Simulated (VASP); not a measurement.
# P (Cmce) in VASP: further runs, part 2 of 2

VASP 6.6.1. Earlier steps stand in the parts before.

### Step 3. Single point, r2SCAN

Contents of POSCAR:

```
P
1.0
    1.6538346590     -5.4984059606      0.0000000000
    1.6538346590      5.4984059606      0.0000000000
    0.0000000000      0.0000000000      4.5468944061
P
4
Direct
    0.0955109276      0.9044890724      0.9118095445
    0.5955109276      0.4044890724      0.5881904555
    0.9044890724      0.0955109276      0.0881904555
    0.4044890724      0.5955109276      0.4118095445
```

Contents of INCAR.step1:

```
SYSTEM = P
PREC = Accurate
ENCUT = 520
ISMEAR = -1
SIGMA = 0.05
LREAL = .False.
LASPH = .True.
NELM = 60
NBANDS = 18
GGA = PE
ALGO = Normal
EDIFF = 1E-4
LWAVE = .True.
LCHARG = .False.
```

Contents of INCAR.step2:

```
SYSTEM = P
PREC = Accurate
ENCUT = 520
EDIFF = 1E-7
ISMEAR = -1
SIGMA = 0.05
LREAL = .False.
LASPH = .True.
NELM = 60
ALGO = Normal
ISIF = 2
LWAVE = .False.
LCHARG = .False.
METAGGA = R2SCAN
LMIXTAU = .True.
NBANDS = 18
ISTART = 1
```

Contents of KPOINTS:

```
regular mesh
0
Gamma
  3 3 2
  0 0 0
```

Potentials or basis: VASP PAW PBE potentials, release 64 (P).

On the command line:

```bash
$ cat potpaw_PBE.64/P/POTCAR > POTCAR
$ cp INCAR.step1 INCAR
$ mpirun -np 1 vasp_std > vasp.out
$ cp INCAR.step2 INCAR
$ mpirun -np 1 vasp_std > vasp.out
```

OUTCAR:

```text
SYSTEM = P
   PREC = Accurate
   ENCUT = 520
   EDIFF = 1E-7
   ISMEAR = -1
   LREAL = .False.
   LASPH = .True.
   NELM = 60
   ISIF = 2
   METAGGA = R2SCAN
   ISTART = 1

 ion  position               nearest neighbor table
   1  0.096  0.904  0.912-   2 2.21   2 2.21   3 2.25
   2  0.596  0.404  0.588-   1 2.21   1 2.21   4 2.25
   3  0.904  0.096  0.088-   4 2.21   4 2.21   1 2.25
   4  0.404  0.596  0.412-   3 2.21   3 2.21   2 2.25

  LATTYP: Found a base centered orthorhombic cell.
 ALAT       =     3.3076693180
 B/A-ratio  =     3.3246406651
 C/A-ratio  =     1.3746520492

  Lattice vectors:

 A1 = (   1.6538346590,  -5.4984059606,   0.0000000000)
 A2 = (   1.6538346590,   5.4984059606,   0.0000000000)
 A3 = (   0.0000000000,   0.0000000000,   4.5468944061)

Analysis of symmetry for initial positions (statically):
=====================================================================
 Subroutine PRICEL returns:
 Original cell was already a primitive cell.

 Routine SETGRP: Setting up the symmetry group for a
 base centered orthorhombic supercell.

 Subroutine GETGRP returns: Found  8 space group operations
 (whereof  4 operations were pure point group operations)
 out of a pool of  8 trial point group operations.

The static configuration has the point symmetry C_2h.
 The point group associated with its full space group is D_2h.

Analysis of symmetry for dynamics (positions and initial velocities):
=====================================================================
 Subroutine PRICEL returns:
 Original cell was already a primitive cell.

 Routine SETGRP: Setting up the symmetry group for a
 base centered orthorhombic supercell.

 Subroutine GETGRP returns: Found  8 space group operations
 (whereof  4 operations were pure point group operations)
 out of a pool of  8 trial point group operations.

The dynamic configuration has the point symmetry C_2h.
 The point group associated with its full space group is D_2h.

 Subroutine INISYM returns: Found  8 space group operations
 (whereof  4 operations are pure point group operations),
 and found     1 'primitive' translations

----------------------------------------------------------------------------------------

                                     Primitive cell

  volume of cell :      82.6940

  direct lattice vectors                    reciprocal lattice vectors
     1.653834659 -5.498405961  0.000000000     0.302327683 -0.090935446  0.000000000
     1.653834659  5.498405961  0.000000000     0.302327683  0.090935446  0.000000000
     0.000000000  0.000000000  4.546894406     0.000000000  0.000000000  0.219930333

  length of vectors
     5.741745134  5.741745134  4.546894406     0.315707591  0.315707591  0.219930333

  position of ions in fractional coordinates (direct lattice)
     0.095510928  0.904489072  0.911809545
     0.595510928  0.404489072  0.588190455
     0.904489072  0.095510928  0.088190455
     0.404489072  0.595510928  0.411809545

  ion indices of the primitive-cell ions
   primitive index   ion index
                 1           1
                 2           2
                 3           3
                 4           4

----------------------------------------------------------------------------------------

 KPOINTS: regular mesh
[... 22 lines left out ...]

 Following reciprocal coordinates:
            Coordinates               Weight
  0.000000  0.000000  0.000000      1.000000
  0.333333  0.000000  0.000000      4.000000
  0.333333  0.333333  0.000000      2.000000
 -0.333333  0.333333  0.000000      2.000000
  0.000000  0.000000  0.500000      1.000000
  0.333333  0.000000  0.500000      4.000000
  0.333333  0.333333  0.500000      2.000000
 -0.333333  0.333333  0.500000      2.000000
   k-points           NKPTS =      8   k-points in BZ     NKDIM =      8   number of bands    NBANDS=     18
   number of dos      NEDOS =    301   number of ions     NIONS =      4
   total plane-waves  NPLWV =  82944
   dimension x,y,z NGX =    48 NGY =   48 NGZ =   36
   dimension x,y,z NGXF=    96 NGYF=   96 NGZF=   72
   ions per type =               4
   NGX,Y,Z   is equivalent  to a cutoff of  13.90, 13.90, 13.16 a.u.
   NGXF,Y,Z  is equivalent  to a cutoff of  27.80, 27.80, 26.33 a.u.
 SYSTEM =  P
   PREC   = accura    normal or accurate (medium, high low for compatibility)
   ISTART =      1    job   : 0-new  1-cont  2-samecut
   ICHARG =      0    charge: 1-file 2-atom 10-const
   ISPIN  =      1    spin polarized calculation?
   LNONCOLLINEAR =      F non collinear calculations
   LSORBIT =      F    spin-orbit coupling
   LASPH  =      T    aspherical Exc in radial PAW
   ENCUT  =  520.0 eV  38.22 Ry    6.18 a.u.  10.68 10.68  8.45*2*pi/ulx,y,z
   NELM   =     60;   NELMIN=  2; NELMDL=  0     # of ELM steps
   EDIFF  = 0.1E-06   stopping-criterion for ELM
   LREAL  =      F    real-space projection
   EDIFFG = 0.1E-05   stopping-criterion for IOM
   NSW    =      0    number of steps for IOM
   IBRION =     -1    ionic relax: 0-MD 1-quasi-New 2-CG
   NFREE  =      0    steps in history (QN), initial steepest desc. (CG)
   ISIF   =      2    stress and relaxation
   ISYM   =      2    0-nonsym 1-usesym 2-fastsym
   POTIM  = 0.5000    time-step for ionic-motion
   TEBEG  =    0.0;   TEEND  =   0.0 temperature during run
   PSTRESS=    0.0 pullay stress
   NELECT =      20.0000    total number of electrons
   NUPDOWN=      -1.0000    fix difference up-down
   EMIN   =  10.00;   EMAX   =-10.00  energy-range for DOS
   EFERMI =   0.00;   METHOD = LEGACY
   ISMEAR =    -1;   SIGMA  =   0.05  broadening in eV -4-tet -1-fermi 0-gaus
   EFERMI_NEDOS =   21; number of points for ismear=-14 and -15
   IALGO  =     38    algorithm
   IMIX   =      4    mixing-type and parameters
     AMIX     =   0.40;   BMIX     =  1.00
     AMIX_MAG =   1.60;   BMIX_MAG =  1.00
  volume/ion in A,a.u.               =      20.67       139.51
  Fermi-wavevector in a.u.,A,eV,Ry     =   1.019985  1.927491 14.155072  1.040368
  Thomas-Fermi vector in A             =   2.153529
   LORBIT       =      0    0 simple, 1 ext, 2 COOP (PROOUT), +10 PAW based schemes
   METAGGA = R2SCAN    functional components
   LHFCALC =     F    Hartree Fock is set to
   AEXX    =    0.0000 exact exchange contribution
   IVDW    =     0    specifies the selected vdW correction
   LEPSILON=     F    determine dielectric tensor
   LRPA    =     F    only Hartree local field effects (RPA)
 non-spin polarized calculation
  energy-cutoff  :      520.00
  volume of cell :       82.69
 maximum number of plane-waves:      2238
 NGX is ok and might be reduce to    48
   NGX = 21   NGY = 21   NGZ = 17

 number of electron      20.0000000 magnetization

 Free energy of the ion-electron system (eV)
  ---------------------------------------------------
  ext. energy  EPLUGINS =         0.00000000
  ---------------------------------------------------
  free energy    TOTEN  =       -35.66933757 eV

  energy without entropy =      -35.66929665  energy(sigma->0) =      -35.66931711

 E-fermi :   5.7711     XC(G=0):  -9.8082

 val. band max:        5.3410305861   @ k =  -0.3333   0.3333   0.0000
 cond. band min:       6.2378594442   @ k =   0.3333   0.0000   0.0000
 fundamental gap:      0.8968288581
 Fermi energy:         5.7711428256

 k-point     1 :       0.0000    0.0000    0.0000
  band No.  band energies     occupation
      1     -10.8263      2.00000
      2      -7.9597      2.00000
      3      -4.5266      2.00000
      4      -1.3393      2.00000
      5       0.5725      2.00000
      6       0.6220      2.00000
[... 145 lines left out ...]
      5       2.1980      2.00000
      6       2.1980      2.00000
[... 10 lines left out ...]
     17      11.9709      0.00000
     18      11.9709      0.00000

------------------------ aborting loop because EDIFF is reached ----------------------------------------

  FORCE on cell =-STRESS in cart. coord.  units (eV):
  Direction    XX          YY          ZZ          XY          YZ          ZX
  --------------------------------------------------------------------------------------
  -------------------------------------------------------------------------------------
  Total        2.3075661     -1.5150208     -1.1689772      0.0000000     -0.0000000      0.0000000
  in kB       44.7085911    -29.3531978    -22.6486788      0.0000000     -0.0000000      0.0000000
  external PRESSURE =      -2.4310952 kB  Pullay stress =       0.0000000 kB

 VOLUME and BASIS-vectors are now :
 -----------------------------------------------------------------------------
  energy-cutoff  :      520.00
  volume of cell :       82.69
      direct lattice vectors                 reciprocal lattice vectors
     1.653834659 -5.498405961  0.000000000     0.302327683 -0.090935446  0.000000000
     1.653834659  5.498405961  0.000000000     0.302327683  0.090935446  0.000000000
     0.000000000  0.000000000  4.546894406     0.000000000  0.000000000  0.219930333

 POSITION                                       TOTAL-FORCE (eV/Angst)
 -----------------------------------------------------------------------------------
      1.65383      4.44809      4.14590         0.000000      0.330568     -0.034889
      1.65383     -1.05032      2.67444         0.000000      0.330568      0.034889
      1.65383     -4.44809      0.40099         0.000000     -0.330568      0.034889
      1.65383      1.05032      1.87245         0.000000     -0.330568     -0.034889
 -----------------------------------------------------------------------------------
    total drift:                               -0.000000     -0.000000     -0.000000

  FREE ENERGIE OF THE ION-ELECTRON SYSTEM (eV)
  ---------------------------------------------------
  free  energy   TOTEN  =       -35.6693375749 eV

  energy  without entropy=      -35.6692966494  energy(sigma->0) =      -35.66931711
```

Run time: 1.9 min. Hardware: 1 thread of AMD EPYC 9755, shared host; peak memory 0.24 GiB.

What came out:

```yaml
Free_energy: -35.6693 eV
Pressure: -0.2 GPa
Largest_force: 0.332 eV/Å
Band_gap_on_the_k_mesh: 0.90 eV (least direct gap 1.04 eV)
```

Forces in eV/Å, atoms in the order of the input:
```
P    0.000  0.331 -0.035
P    0.000  0.331  0.035
P    0.000 -0.331  0.035
P    0.000 -0.331 -0.035
```

Stress tensor (GPa, compression positive):
```
 4.47  0.00  0.00
 0.00 -2.94  0.00
 0.00  0.00 -2.26
```

Caveat: the k points lie up to 0.69 Å⁻¹ apart; the PAW data sets were made with another functional, which shifts forces and pressure a little. A k mesh can miss the band edges.

### Step 4. Single point, r2SCAN

POSCAR is that of step 3.

Contents of INCAR.step1:

```
SYSTEM = P
  PREC = Accurate
  ENCUT = 520
  ISMEAR = -1
  SIGMA = 0.05
  LREAL = .False.
  LASPH = .True.
  NELM = 80
  NBANDS = 18
  GGA = PE
  ALGO = Normal
  EDIFF = 1E-4
  LWAVE = .True.
  LCHARG = .False.
```

Contents of INCAR.step2:

```
SYSTEM = P
  PREC = Accurate
  ENCUT = 520
  EDIFF = 1E-7
  ISMEAR = -1
  SIGMA = 0.05
  LREAL = .False.
  LASPH = .True.
  NELM = 80
  ALGO = Normal
  ISIF = 2
  LWAVE = .False.
  LCHARG = .False.
  METAGGA = R2SCAN
  LMIXTAU = .True.
  NBANDS = 18
  ISTART = 1
```

Contents of KPOINTS:

```
Automatic mesh
0
Gamma
  4 4 3
  0 0 0
```

On the command line:

```bash
$ cat potpaw_PBE.64/P/POTCAR > POTCAR
$ cp INCAR.step1 INCAR
$ mpirun -np 1 vasp_std > vasp.out
$ cp INCAR.step2 INCAR
$ mpirun -np 1 vasp_std > vasp.out
```

Wall time 3.1 min (1 thread of AMD EPYC 9755, shared host); peak memory 0.25 GiB.

It converged, with:

| Item | Value |
| --- | --- |
| Free energy | -35.8030 eV |
| Pressure | -0.5 GPa |
| Largest force | 0.135 eV/Å |
| Band gap on the k mesh | 0.28 eV |

Forces in eV/Å, atoms in the order of the input:
```
P    0.000  0.104 -0.087
P    0.000  0.104  0.087
P    0.000 -0.104  0.087
P    0.000 -0.104 -0.087
```

Stress tensor (GPa, compression positive):
```
 0.60  0.00  0.00
 0.00 -0.96  0.00
 0.00  0.00 -1.04
```

Levels at points of the mesh, in eV from the valence-band top:
| k point | band 8 | band 9 | band 10 | band 11 | band 12 | band 13 |
| --- | --- | --- | --- | --- | --- | --- |
| (0.00, 0.00, 0.00) | -2.85 | -2.72 | -1.23 | 0.77 | 1.29 | 2.17 |
| (0.50, 0.00, 0.00) | -3.53 | -2.70 | -2.70 | 0.90 | 0.90 | 1.69 |
| (0.50, 0.50, 0.00) | -2.56 | -1.66 | 0.00 | 0.28 | 1.05 | 2.39 |

Caveat: the k points lie up to 0.50 Å⁻¹ apart; the PAW data sets were made with another functional, which shifts forces and pressure a little.

### Step 5. Single point, r2SCAN

POSCAR is that of step 4.

Contents of INCAR.step1:

```
ALGO = Normal
EDIFF = 1E-4
ENCUT = 520
GGA = PE
ISMEAR = -1
LASPH = True
LCHARG = False
LREAL = False
LWAVE = True
NBANDS = 18
NELM = 80
PREC = Accurate
SIGMA = 0.05
```

Contents of INCAR.step2:

```
ALGO = Normal
EDIFF = 1E-7
ENCUT = 520
ISIF = 2
ISMEAR = -1
ISTART = 1
LASPH = True
LCHARG = False
LMIXTAU = True
LREAL = False
LWAVE = False
METAGGA = R2SCAN
NBANDS = 18
NELM = 80
PREC = Accurate
SIGMA = 0.05
```

Contents of KPOINTS:

```
k-points
0
Gamma
  5 5 4
```

On the command line:

```bash
$ cat potpaw_PBE.64/P/POTCAR > POTCAR
$ cp INCAR.step1 INCAR
$ mpirun -np 1 vasp_std > vasp.out
$ cp INCAR.step2 INCAR
$ mpirun -np 1 vasp_std > vasp.out
```

It took 6.2 min on 1 thread of AMD EPYC 9755, shared host; peak memory 0.25 GiB.

It converged, with:

| Item | Value |
| --- | --- |
| Free energy | -35.8890 eV |
| Pressure | -0.6 GPa |
| Largest force | 0.105 eV/Å |
| Band gap on the k mesh | 0.62 eV |

Forces on the atoms (eV/Å):
```
P    0.000  0.065 -0.082
P    0.000  0.065  0.082
P    0.000 -0.065  0.082
P    0.000 -0.065 -0.082
```

Stress tensor (GPa, compression positive):
```
-0.30  0.00  0.00
 0.00 -0.56  0.00
 0.00  0.00 -0.89
```

Levels at points of the mesh, in eV from the valence-band top:
| k point | band 7 | band 8 | band 9 | band 10 | band 11 | band 12 | band 13 | band 14 |
| --- | --- | --- | --- | --- | --- | --- | --- | --- |
| (0.00, 0.00, 0.00) | -4.16 | -2.72 | -2.58 | -1.10 | 0.90 | 1.42 | 2.30 | 3.12 |
| (0.00, 0.00, 0.50) | -3.33 | -3.33 | -1.59 | -1.59 | 1.84 | 1.84 | 3.21 | 3.21 |

Caveat: the PAW data sets were made with another functional, which shifts forces and pressure a little. A k mesh can miss the band edges.

### Step 6. Single point, r2SCAN

POSCAR is that of step 5.

Contents of INCAR.step1:

```
PREC     = Accurate       # precision mode
ENCUT    = 520            # plane-wave cutoff, eV
ISMEAR   = -1             # smearing method
SIGMA    = 0.05           # smearing width, eV
LREAL    = False          # projectors in reciprocal space
LASPH    = True           # aspherical terms in the spheres
NELM     = 60             # most SCF steps
NBANDS   = 18             # bands
GGA      = PE             # functional
ALGO     = Normal         # electronic algorithm
EDIFF    = 1E-4           # SCF threshold, eV
LWAVE    = True           # write WAVECAR
LCHARG   = False          # write CHGCAR
```

Contents of INCAR.step2:

```
PREC     = Accurate       # precision mode
ENCUT    = 520            # plane-wave cutoff, eV
EDIFF    = 1E-6           # SCF threshold, eV
ISMEAR   = -1             # smearing method
SIGMA    = 0.05           # smearing width, eV
LREAL    = False          # projectors in reciprocal space
LASPH    = True           # aspherical terms in the spheres
NELM     = 60             # most SCF steps
ALGO     = Normal         # electronic algorithm
ISIF     = 2              # what is computed and relaxed
LWAVE    = False          # write WAVECAR
LCHARG   = False          # write CHGCAR
METAGGA  = R2SCAN         # meta-GGA
LMIXTAU  = True         
NBANDS   = 18             # bands
ISTART   = 1
```

Contents of KPOINTS:

```
regular mesh
0
Gamma
  6 6 4
```

Potentials or basis: VASP PAW PBE potentials, release 64 (P).

On the command line:

```bash
$ cat potpaw_PBE.64/P/POTCAR > POTCAR
$ cp INCAR.step1 INCAR
$ mpirun -np 1 vasp_std > vasp.out
$ cp INCAR.step2 INCAR
$ mpirun -np 1 vasp_std > vasp.out
```

OUTCAR:

```text
PREC = Accurate
   ENCUT = 520
   EDIFF = 1E-6
   ISMEAR = -1
   LREAL = False
   LASPH = True
   NELM = 60
   ISIF = 2
   METAGGA = R2SCAN
   ISTART = 1

 ion  position               nearest neighbor table
   1  0.096  0.904  0.912-   2 2.21   2 2.21   3 2.25
   2  0.596  0.404  0.588-   1 2.21   1 2.21   4 2.25
   3  0.904  0.096  0.088-   4 2.21   4 2.21   1 2.25
   4  0.404  0.596  0.412-   3 2.21   3 2.21   2 2.25

  LATTYP: Found a base centered orthorhombic cell.
[... 706 lines left out ...]
  Direction    XX          YY          ZZ          XY          YZ          ZX
  --------------------------------------------------------------------------------------
  -------------------------------------------------------------------------------------
  Total       -0.3413888     -0.2673860     -0.3493295      0.0000000      0.0000000      0.0000000
  in kB       -6.6143330     -5.1805446     -6.7681820      0.0000000      0.0000000      0.0000000
  external PRESSURE =      -6.1876865 kB  Pullay stress =       0.0000000 kB

 VOLUME and BASIS-vectors are now :
 -----------------------------------------------------------------------------
  energy-cutoff  :      520.00
  volume of cell :       82.69
      direct lattice vectors                 reciprocal lattice vectors
     1.653834659 -5.498405961  0.000000000     0.302327683 -0.090935446  0.000000000
     1.653834659  5.498405961  0.000000000     0.302327683  0.090935446  0.000000000
     0.000000000  0.000000000  4.546894406     0.000000000  0.000000000  0.219930333

 POSITION                                       TOTAL-FORCE (eV/Angst)
 -----------------------------------------------------------------------------------
      1.65383      4.44809      4.14590         0.000000      0.059958     -0.076251
      1.65383     -1.05032      2.67444         0.000000      0.059958      0.076251
      1.65383     -4.44809      0.40099         0.000000     -0.059958      0.076251
      1.65383      1.05032      1.87245         0.000000     -0.059958     -0.076251
 -----------------------------------------------------------------------------------
    total drift:                               -0.000000     -0.000000     -0.000000

  FREE ENERGIE OF THE ION-ELECTRON SYSTEM (eV)
  ---------------------------------------------------
  free  energy   TOTEN  =       -35.9062409427 eV

  energy  without entropy=      -35.9059279070  energy(sigma->0) =      -35.90608442
```

OSZICAR.step1:

```text
N       E                     dE             d eps       ncg     rms          rms(c)
DAV:   1     0.584930971865E+02    0.58493E+02   -0.81558E+03  1404   0.931E+02
DAV:   2    -0.177971328915E+02   -0.76290E+02   -0.73166E+02  1874   0.150E+02
DAV:   3    -0.216061561134E+02   -0.38090E+01   -0.37842E+01  1862   0.341E+01
DAV:   4    -0.216494563787E+02   -0.43300E-01   -0.43269E-01  1812   0.434E+00
DAV:   5    -0.216503434531E+02   -0.88707E-03   -0.88692E-03  1850   0.590E-01    0.103E+01
DAV:   6    -0.215326714114E+02    0.11767E+00   -0.61184E-02  1662   0.126E+00    0.611E+00
DAV:   7    -0.214839530509E+02    0.48718E-01   -0.11181E-01  1684   0.175E+00    0.277E-01
DAV:   8    -0.214841752404E+02   -0.22219E-03   -0.10818E-02  1584   0.584E-01    0.135E-01
DAV:   9    -0.214842760769E+02   -0.10084E-03   -0.42106E-04  1788   0.122E-01    0.765E-02
DAV:  10    -0.214843161103E+02   -0.40033E-04   -0.52624E-05   856   0.401E-02
   1 F= -.21484316E+02 E0= -.21483902E+02  d E =-.828830E-03
```

Wall time 6.9 min (1 thread of AMD EPYC 9755, shared host); peak memory 0.27 GiB.

What came out:

| Quantity | Value |
| --- | --- |
| Free energy | -35.9062 eV |
| Pressure | -0.6 GPa |
| Largest force | 0.097 eV/Å |
| Band gap on the k mesh | 0.29 eV |

Forces on the atoms (eV/Å):
```
P    0.000  0.060 -0.076
P    0.000  0.060  0.076
P    0.000 -0.060  0.076
P    0.000 -0.060 -0.076
```

Caveat: the PAW data sets were made with another functional, which shifts forces and pressure a little.

### Step 7. Summary

| k mesh | gap on the mesh (eV) | pressure (GPa) | largest force (eV/Å) |
| --- | --- | --- | --- |
| 2 × 2 × 1 | 0.27 | 4.4 | 1.10 |
| 3 × 3 × 2 | 0.90 | -0.2 | 0.33 |
| 4 × 4 × 3 | 0.28 | -0.5 | 0.14 |
| 5 × 5 × 4 | 0.62 | -0.6 | 0.11 |
| 6 × 6 × 4 | 0.29 | -0.6 | 0.10 |

Alike in all rows: task single point; level r2SCAN; potentials or basis VASP PAW PBE potentials, release 64 (P); no spin polarisation; cell as given; cutoff (eV) 520; smearing fermi-dirac 0.05 eV.

Caveats: some runs use coarse meshes; the PAW data sets were made with another functional, which shifts forces and pressure a little.

Total energies depend on the potentials used, so only differences within one code and one set of settings carry meaning.
